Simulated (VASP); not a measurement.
# TiO2 (P4_2/mnm) in VASP: further runs

Runs on TiO2. Level: PBE+U. Tasks: single point.

All numbers are computed with VASP 6.6.1; they aren't measurements. Logs are shortened: lines on timing, memory, paths and dates and some standing lists are left out, and cuts for length are marked.

## (1) The cell of the first run

It takes space group P4_2/mnm (No. 136, tetragonal). Conventional cell: a = 4.710 Å, b = 4.710 Å, c = 2.979 Å, α = 90.00°, β = 90.00°, γ = 90.00°. Ti (site symmetry mmm) has 6 O at 1.97 to 2.04 Å within 2.6 Å. O (site symmetry m2m) has 3 Ti at 1.97 to 2.04 Å and 1 O at 2.59 Å within 2.6 Å.

## (2) Single point, PBE+U (biaxial strain in the a-b plane: +1.5 %)

File INCAR:

```
SYSTEM = TiO2
ALGO = Normal
EDIFF = 1E-7
ENCUT = 520
GGA = PE
ISIF = 2
ISMEAR = 0
LASPH = .TRUE.
LCHARG = .FALSE.
LDAU = .TRUE.
LDAUJ = 0 0
LDAUL = 2 -1
LDAUPRINT = 1
LDAUTYPE = 2
LDAUU = 4 0
LMAXMIX = 4
LREAL = .FALSE.
LWAVE = .FALSE.
NBANDS = 33
NELM = 150
PREC = Accurate
SIGMA = 0.02
```

File KPOINTS:

```
k-points
0
G
  6 6 10
  0 0 0
```

File POSCAR:

```
TiO2
1.0
    4.7099552601      0.0000000000      0.0000000000
    0.0000000000      4.7099552601      0.0000000000
    0.0000000000      0.0000000000      2.9790576847
Ti O
2 4
Direct
    0.5000000000      0.5000000000      0.0000000000
    0.0000000000      0.0000000000      0.5000000000
    0.6943530395      0.6943530395      0.5000000000
    0.8056469605      0.1943530395      0.0000000000
    0.1943530395      0.8056469605      0.0000000000
    0.3056469605      0.3056469605      0.5000000000
```

Potentials or basis: VASP PAW PBE potentials, release 64 (Ti_sv, O).

On the command line:

```sh
$ cat potpaw_PBE.64/Ti_sv/POTCAR potpaw_PBE.64/O/POTCAR > POTCAR
$ mpirun -np 1 vasp_std > vasp.out
```

OUTCAR:

```text
SYSTEM = TiO2
   EDIFF = 1E-7
   ENCUT = 520
   GGA = PE
   ISIF = 2
   ISMEAR = 0
   LASPH = .TRUE.
   LREAL = .FALSE.
   NELM = 150
   PREC = Accurate

 ion  position               nearest neighbor table
   1  0.500  0.500  0.000-   3 1.97   6 1.97   3 1.97   6 1.97   5 2.04   4 2.04
   2  0.000  0.000  0.500-   4 1.97   5 1.97   4 1.97   5 1.97   3 2.04   6 2.04
   3  0.694  0.694  0.500-   1 1.97   1 1.97   2 2.04
   4  0.806  0.194  0.000-   2 1.97   2 1.97   1 2.04
   5  0.194  0.806  0.000-   2 1.97   2 1.97   1 2.04
   6  0.306  0.306  0.500-   1 1.97   1 1.97   2 2.04

  LATTYP: Found a simple tetragonal cell.
 ALAT       =     4.7099552601
 C/A-ratio  =     0.6325023318

  Lattice vectors:

 A1 = (   4.7099552601,   0.0000000000,   0.0000000000)
 A2 = (   0.0000000000,   4.7099552601,   0.0000000000)
 A3 = (   0.0000000000,   0.0000000000,   2.9790576847)

Analysis of symmetry for initial positions (statically):
=====================================================================
 Subroutine PRICEL returns:
 Original cell was already a primitive cell.

 Routine SETGRP: Setting up the symmetry group for a
 simple tetragonal supercell.

 Subroutine GETGRP returns: Found 16 space group operations
 (whereof  8 operations were pure point group operations)
 out of a pool of 16 trial point group operations.

The static configuration has the point symmetry D_2h.
 The point group associated with its full space group is D_4h.

Analysis of symmetry for dynamics (positions and initial velocities):
=====================================================================
 Subroutine PRICEL returns:
 Original cell was already a primitive cell.

 Routine SETGRP: Setting up the symmetry group for a
 simple tetragonal supercell.

[... 196 lines left out ...]
  0.0000  0.1832  0.0000 -0.0860  0.0000
 -0.0686  0.0000  0.1247  0.0000  0.0000
  0.0000 -0.0860  0.0000  0.1832  0.0000
  0.0000  0.0000  0.0000  0.0000  0.0963

spin component  2

  0.1850  0.0000 -0.0686  0.0000  0.0000
  0.0000  0.1832  0.0000 -0.0860  0.0000
 -0.0686  0.0000  0.1247  0.0000  0.0000
  0.0000 -0.0860  0.0000  0.1832  0.0000
  0.0000  0.0000  0.0000  0.0000  0.0963

 occupancies and eigenvectors

  o =  0.0799  v = -0.5467  0.0000 -0.8373  0.0000  0.0000  0.0000  0.0000  0.0000  0.0000  0.0000      0.0000  0.0000  0.0000  0.0000  0.0000  0.0000  0.0000  0.0000  0.0000  0.0000
  o =  0.0799  v =  0.0000  0.0000  0.0000  0.0000  0.0000 -0.5467  0.0000 -0.8373  0.0000  0.0000      0.0000  0.0000  0.0000  0.0000  0.0000  0.0000  0.0000  0.0000  0.0000  0.0000
  o =  0.0963  v = -0.0000 -0.0000 -0.0000 -0.0000 -1.0000  0.0000  0.0000  0.0000  0.0000  0.0000      0.0000  0.0000  0.0000  0.0000  0.0000  0.0000  0.0000  0.0000  0.0000  0.0000
  o =  0.0963  v =  0.0000  0.0000  0.0000  0.0000  0.0000 -0.0000 -0.0000 -0.0000 -0.0000 -1.0000      0.0000  0.0000  0.0000  0.0000  0.0000  0.0000  0.0000  0.0000  0.0000  0.0000
  o =  0.0972  v =  0.0000 -0.7071  0.0000 -0.7071  0.0000  0.0000  0.0000  0.0000  0.0000  0.0000      0.0000  0.0000  0.0000  0.0000  0.0000  0.0000  0.0000  0.0000  0.0000  0.0000
  o =  0.0972  v =  0.0000  0.0000  0.0000  0.0000  0.0000  0.0000 -0.7071  0.0000 -0.7071  0.0000      0.0000  0.0000  0.0000  0.0000  0.0000  0.0000  0.0000  0.0000  0.0000  0.0000
  o =  0.2298  v = -0.8373  0.0000  0.5467  0.0000  0.0000  0.0000  0.0000  0.0000  0.0000  0.0000      0.0000  0.0000  0.0000  0.0000  0.0000  0.0000  0.0000  0.0000  0.0000  0.0000
  o =  0.2298  v =  0.0000  0.0000  0.0000  0.0000  0.0000 -0.8373  0.0000  0.5467  0.0000  0.0000      0.0000  0.0000  0.0000  0.0000  0.0000  0.0000  0.0000  0.0000  0.0000  0.0000
  o =  0.2692  v = -0.0000 -0.7071  0.0000  0.7071  0.0000  0.0000  0.0000  0.0000  0.0000  0.0000      0.0000  0.0000  0.0000  0.0000  0.0000  0.0000  0.0000  0.0000  0.0000  0.0000
  o =  0.2692  v =  0.0000  0.0000  0.0000  0.0000  0.0000 -0.0000 -0.7071  0.0000  0.7071  0.0000      0.0000  0.0000  0.0000  0.0000  0.0000  0.0000  0.0000  0.0000  0.0000  0.0000

 number of electron      47.9999990 magnetization

 Free energy of the ion-electron system (eV)
  ---------------------------------------------------
  ext. energy  EPLUGINS =         0.00000000
  ---------------------------------------------------
  free energy    TOTEN  =       -48.44640105 eV

  energy without entropy =      -48.44640105  energy(sigma->0) =      -48.44640105

 E-fermi :   4.7229     XC(G=0): -11.1171

 val. band max:        4.5158667678   @ k =   0.0000   0.0000   0.0000
 cond. band min:       6.7829450857   @ k =   0.5000   0.5000   0.0000
 fundamental gap:      2.2670783179
 Fermi energy:         4.7228944990

 k-point     1 :       0.0000    0.0000    0.0000
  band No.  band energies     occupation
      1     -53.6000      2.00000
      2     -53.5887      2.00000
      3     -29.8040      2.00000
      4     -29.8040      2.00000
      5     -29.6908      2.00000
      6     -29.6908      2.00000
[... 853 lines left out ...]
     32       9.4314      0.00000
     33      10.5653      0.00000

 [... further k-points ...]

------------------------ aborting loop because EDIFF is reached ----------------------------------------

  FORCE on cell =-STRESS in cart. coord.  units (eV):
  Direction    XX          YY          ZZ          XY          YZ          ZX
  --------------------------------------------------------------------------------------
  -------------------------------------------------------------------------------------
  Total       -0.6470904     -0.6470904      1.6975544      0.0000000      0.0000000      0.0000000
  in kB      -15.6878377    -15.6878377     41.1549236      0.0000000      0.0000000      0.0000000
  external PRESSURE =       3.2597494 kB  Pullay stress =       0.0000000 kB

 VOLUME and BASIS-vectors are now :
 -----------------------------------------------------------------------------
  energy-cutoff  :      520.00
  volume of cell :       66.09
      direct lattice vectors                 reciprocal lattice vectors
     4.709955260  0.000000000  0.000000000     0.212316242  0.000000000  0.000000000
     0.000000000  4.709955260  0.000000000     0.000000000  0.212316242  0.000000000
     0.000000000  0.000000000  2.979057685     0.000000000  0.000000000  0.335676615

 POSITION                                       TOTAL-FORCE (eV/Angst)
 -----------------------------------------------------------------------------------
      2.35498      2.35498      0.00000         0.000000     -0.000000      0.000000
      0.00000      0.00000      1.48953         0.000000     -0.000000      0.000000
      3.27037      3.27037      1.48953         0.049205      0.049205      0.000000
      3.79456      0.91539      0.00000        -0.049205      0.049205      0.000000
      0.91539      3.79456      0.00000         0.049205     -0.049205      0.000000
      1.43958      1.43958      1.48953        -0.049205     -0.049205     -0.000000
 -----------------------------------------------------------------------------------
    total drift:                               -0.000000      0.000000     -0.000000

  FREE ENERGIE OF THE ION-ELECTRON SYSTEM (eV)
  ---------------------------------------------------
  free  energy   TOTEN  =       -48.4464010520 eV

  energy  without entropy=      -48.4464010520  energy(sigma->0) =      -48.44640105
```

stdout:

```text
POSCAR found type information on POSCAR TiO
 POSCAR found :  2 types and       6 ions
 scaLAPACK will be used
 LDA part: xc-table for (Slater+PW92), standard interpolation
 POSCAR, INCAR and KPOINTS ok, starting setup
 FFT: planning ... GRIDC
 FFT: planning ... GRID_SOFT
 FFT: planning ... GRID
 WAVECAR not read
 entering main loop
```

Wall time 54 s (1 thread of Intel Xeon 6975P-C (Granite Rapids), shared host); peak memory 0.24 GiB.

Results:

* Free energy: -48.4464 eV
* Pressure: 0.3 GPa
* Largest force: 0.070 eV/Å
* Band gap on the k mesh: 2.27 eV (least direct gap 2.28 eV)

Forces in eV/Å, atoms in the order of the input:
```
Ti   0.000  0.000  0.000
Ti   0.000  0.000  0.000
O    0.049  0.049  0.000
O   -0.049  0.049  0.000
O    0.049 -0.049  0.000
O   -0.049 -0.049  0.000
```

Levels at points of the mesh, in eV from the valence-band top:
| k point | band 20 | band 21 | band 22 | band 23 | band 24 | band 25 | band 26 | band 27 | band 28 | band 29 |
| --- | --- | --- | --- | --- | --- | --- | --- | --- | --- | --- |
| (0.00, 0.00, 0.00) | -1.92 | -0.74 | -0.48 | -0.48 | 0.00 | 2.28 | 2.47 | 2.88 | 2.91 | 2.91 |
| (0.50, 0.00, 0.00) | -2.95 | -1.52 | -1.52 | -0.71 | -0.71 | 2.85 | 2.85 | 3.35 | 3.35 | 3.85 |
| (0.50, 0.50, 0.00) | -1.93 | -1.30 | -1.30 | -1.12 | -1.12 | 2.27 | 2.27 | 2.93 | 2.93 | 4.07 |
| (0.00, 0.00, 0.50) | -2.79 | -2.05 | -2.05 | -1.43 | -1.43 | 3.24 | 3.24 | 3.63 | 3.63 | 3.85 |
| (0.50, 0.00, 0.50) | -2.42 | -1.89 | -1.89 | -0.98 | -0.98 | 2.34 | 2.34 | 3.66 | 3.66 | 4.05 |
| (0.50, 0.50, 0.50) | -2.77 | -1.11 | -1.11 | -0.73 | -0.73 | 2.93 | 2.93 | 3.48 | 3.48 | 3.70 |

Eigenvalues of the final occupation matrices:
| site | spin | trace | eigenvalues |
| --- | --- | --- | --- |
| site 1 d | 1 | 0.77 | 0.08 0.10 0.10 0.23 0.27 |
| site 1 d | 2 | 0.77 | 0.08 0.10 0.10 0.23 0.27 |
| site 2 d | 1 | 0.77 | 0.08 0.10 0.10 0.23 0.27 |
| site 2 d | 2 | 0.77 | 0.08 0.10 0.10 0.23 0.27 |

Caveat: the cell differs from its parent crystal (biaxial strain in the a-b plane: +1.5 %); the stress differs along the axes, from -2 to 4 GPa. A k mesh can miss the band edges.

## (3) Single point, PBE+U (biaxial strain in the a-b plane: +3.0 %, then relaxed in part)

File INCAR:

```
PREC = Accurate ; ENCUT = 520
EDIFF = 1E-7 ; ISMEAR = 0
SIGMA = 0.02 ; LREAL = False
LASPH = True ; NELM = 150
ALGO = Normal ; ISIF = 2
LWAVE = False ; LCHARG = False
LMAXMIX = 4 ; LDAU = True
LDAUTYPE = 2 ; LDAUL = 2 -1
LDAUU = 4 0 ; LDAUJ = 0 0
LDAUPRINT = 1 ; GGA = PE
NBANDS = 33
```

File KPOINTS:

```
regular mesh
0
Gamma
  6 6 10
```

File POSCAR:

```
TiO2
1.0
    4.7795605103      0.0000000000      0.0000000000
    0.0000000000      4.7795605103      0.0000000000
    0.0000000000      0.0000000000      2.9562467677
Ti O
2 4
Direct
    0.5000000000      0.5000000000      0.0000000000
    0.0000000000      0.0000000000      0.5000000000
    0.6921752094      0.6921752094      0.5000000000
    0.8078247906      0.1921752094      0.0000000000
    0.1921752094      0.8078247906      0.0000000000
    0.3078247906      0.3078247906      0.5000000000
```

Potentials or basis: VASP PAW PBE potentials, release 64 (Ti_sv, O).

On the command line:

```sh
$ cat potpaw_PBE.64/Ti_sv/POTCAR potpaw_PBE.64/O/POTCAR > POTCAR
$ mpirun -np 1 vasp_std > vasp.out
```

Run time: 55 s. Hardware: 1 thread of Intel Xeon 6975P-C (Granite Rapids), shared host; peak memory 0.24 GiB.

The run converged. Its results:

```
Free energy            : -48.3812 eV
Pressure               : -2.3 GPa
Largest force          : 0.224 eV/Å
Band gap on the k mesh : 2.33 eV (least direct gap 2.35 eV)
```

Forces in eV/Å, atoms in the order of the input:
```
Ti   0.000  0.000  0.000
Ti   0.000  0.000  0.000
O    0.158  0.158  0.000
O   -0.158  0.158  0.000
O    0.158 -0.158  0.000
O   -0.158 -0.158  0.000
```

Stress tensor (GPa, compression positive):
```
-5.61  0.00  0.00
 0.00 -5.61  0.00
 0.00  0.00  4.46
```

Levels at points of the mesh, in eV from the valence-band top:
| k point | band 20 | band 21 | band 22 | band 23 | band 24 | band 25 | band 26 | band 27 | band 28 | band 29 |
| --- | --- | --- | --- | --- | --- | --- | --- | --- | --- | --- |
| (0.00, 0.00, 0.00) | -1.68 | -0.60 | -0.41 | -0.41 | 0.00 | 2.35 | 2.54 | 3.02 | 3.02 | 3.05 |
| (0.50, 0.00, 0.00) | -2.77 | -1.30 | -1.30 | -0.65 | -0.65 | 2.92 | 2.92 | 3.39 | 3.39 | 3.95 |
| (0.50, 0.50, 0.00) | -1.84 | -1.12 | -1.12 | -0.99 | -0.99 | 2.33 | 2.33 | 3.03 | 3.03 | 4.15 |
| (0.00, 0.00, 0.50) | -2.73 | -1.81 | -1.81 | -1.37 | -1.37 | 3.23 | 3.23 | 3.76 | 3.76 | 3.88 |
| (0.50, 0.00, 0.50) | -2.30 | -1.81 | -1.81 | -0.87 | -0.87 | 2.42 | 2.42 | 3.78 | 3.78 | 4.07 |
| (0.50, 0.50, 0.50) | -2.71 | -0.96 | -0.96 | -0.71 | -0.71 | 2.96 | 2.96 | 3.54 | 3.54 | 3.83 |

Eigenvalues of the final occupation matrices:
```csv
site,spin,trace,eigenvalues
site 1 d,1,0.77,0.08 0.09 0.10 0.22 0.27
site 1 d,2,0.77,0.08 0.09 0.10 0.22 0.27
site 2 d,1,0.77,0.08 0.09 0.10 0.22 0.27
site 2 d,2,0.77,0.08 0.09 0.10 0.22 0.27
```

Caveat: the cell differs from its parent crystal (biaxial strain in the a-b plane: +3.0 %, then relaxed in part); the stress differs along the axes, from -6 to 4 GPa.

[end of part 1 of 2]
